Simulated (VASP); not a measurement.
Here is a VASP 6.6.1 calculation.

The input INCAR:

```
  PREC = Accurate
  ENCUT = 520
  EDIFF = 1E-7
  ISMEAR = 0
  SIGMA = 0.05
  LREAL = False
  LASPH = True
  NELM = 100
  ALGO = Normal
  ISIF = 2
  LWAVE = False
  LCHARG = False
  GGA = PE
  NBANDS = 16
```

KPOINTS

```
Automatic mesh
0
Gamma
  10 10 10
```

Contents of POSCAR:

```
HgTe
1.0
    0.0000000000      3.4000395766      3.4000395766
    3.4000395766      0.0000000000      3.4000395766
    3.4000395766      3.4000395766      0.0000000000
Hg Te
1 1
Direct
    0.0000000000      0.0000000000      0.0000000000
    0.2500000000      0.2500000000      0.2500000000
```

Potentials or basis: VASP PAW PBE potentials, release 64 (Hg, Te).

Command:

```console
$ cat potpaw_PBE.64/Hg/POTCAR potpaw_PBE.64/Te/POTCAR > POTCAR
$ mpirun -np 1 vasp_std > vasp.out
```

(1) What does it give for the pressure?

(2) Predict the band gap on the k mesh.

Results:

(1) -1.9 GPa.

(2) zero (filled and empty bands touch).

Caveat: semilocal functionals underestimate gaps, and a narrow one can read as zero; spin-orbit coupling is left out, which moves the levels of the heavy elements.
